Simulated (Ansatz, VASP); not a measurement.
Mn in VASP and in Ansatz

Contents of INCAR:

```
SYSTEM = Mn
ALGO = Normal
EDIFF = 1E-6
ENCUT = 520
GGA = PS
ISIF = 2
ISMEAR = 0
ISPIN = 2
LASPH = .True.
LCHARG = .False.
LMAXMIX = 4
LORBIT = 11
LREAL = .False.
LWAVE = .False.
MAGMOM = 4
NBANDS = 16
NELM = 150
PREC = Accurate
SIGMA = 0.1
```

File KPOINTS:

```
k-points
0
Gamma
  8 8 8
  0 0 0
```

The input POSCAR:

```
Mn
1.0
   -1.4070850358      1.4070850358      1.4070850358
    1.4070850358     -1.4070850358      1.4070850358
    1.4070850358      1.4070850358     -1.4070850358
Mn
1
Direct
    0.0000000000      0.0000000000      0.0000000000
```

Input for Ansatz:

```yaml
crystal:
  lattice:
    - [-1.4070850358, 1.4070850358, 1.4070850358]
    - [1.4070850358, -1.4070850358, 1.4070850358]
    - [1.4070850358, 1.4070850358, -1.4070850358]
  atoms:
    - { symbol: Mn, position: [0.0, 0.0, 0.0], spin: 4.0 }
basis:
  ecutwfc: 420
kpoints:
  mp_grid: { grid: [8, 8, 8] }
hamiltonian:
  xc: pbesol
scf:
  occupations: { method: gaussian, width: 0.1 }
  lower_state_search: "off"
output:
  forces: true
  stress: true
  eigenvalues: true
  populations: true
magnetization:
  spin_polarized: true
```

Alike in both runs: task single point; functional PBEsol; k mesh 8 × 8 × 8; occupations gaussian, width 0.1 eV; collinear spin.

|  | VASP | Ansatz |
| --- | --- | --- |
| version | VASP 6.6.1 | Ansatz 0.2.0 |
| potentials or method | VASP PAW PBE potentials, release 64 (Mn_pv), cutoff 520 eV | scalar-relativistic, plane waves, PAW |
| valence electrons in the cell | 13 | 15 |

|  | VASP | Ansatz | Ansatz less VASP |
| --- | --- | --- | --- |
| gap on the k mesh at the Fermi level (eV) | none | none | - |
| pressure (GPa) | -16.2 | -18.6 | -2.39 |
| net moment per atom (μB) | 0.73 | 0.00 | -0.735 |
| size of the moment on the site where the two differ most (μB) | 0.73 | 0.00 | -0.735 |

The net moments are unlike, so the other rows may belong to different states. VASP's potentials were made for PBE, not for PBEsol. Site moments also hang on the region over which each program counts them. A gap of «none» marks a metal or a gap that the smearing closes. VASP's potentials hold 13 valence electrons a cell and Ansatz's 15, so a difference there can come from the potentials and not from the codes. Ansatz's warnings: negative dielectric reading, seeded moment not kept.

The k mesh is coarse, so the values compare programs but aren't converged.
